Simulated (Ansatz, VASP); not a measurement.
# One calculation of TiO2, two programs

```
Ti O
1.0
     4.59400    0.00000    0.00000
     0.00000    4.59400    0.00000
     0.00000    0.00000    2.87023
Ti O
2 4
Direct
  0.00000 0.00000 0.00000
  0.50000 0.50000 0.50000
  0.30600 0.30600 0.00000
  0.19400 0.80600 0.50000
  0.69400 0.69400 0.00000
  0.80600 0.19400 0.50000
```

Change from the starting cell: zz strain of -3 %.

Alike in both runs: task single point; functional LDA; k mesh 7 × 7 × 10; occupations fermi-dirac, width 0.05 eV; no spin polarisation.

|  | VASP | Ansatz |
| --- | --- | --- |
| version | VASP 6.6.1 | Ansatz 0.2.0 |
| potentials or method | VASP PAW LDA potentials, release 64 (Ti_sv, O), cutoff 520 eV | all-electron LAPW, scalar-relativistic |

Ansatz gave:

| Property | Result |
| --- | --- |
| gap on the k mesh at the Fermi level (eV) | 1.99 |
| pressure (GPa) | 1.4 |
| traceless stress, the component that is largest in VASP (GPa) | 5.43 |
| rms of the force components (eV/Å) | 0.151 |

Estimate VASP's values.

gap on the k mesh at the Fermi level (eV): 1.97; pressure (GPa): 2.5; traceless stress, the component that is largest in VASP (GPa): 5.78; rms of the force components (eV/Å): 0.174.

LDA's correlation is that of Perdew and Zunger in VASP and of Perdew and Wang (1992) in Ansatz. Atom by atom the forces differ by 0.023 eV/Å (rms over components). Ansatz ran all-electron here, and VASP with PAW potentials.
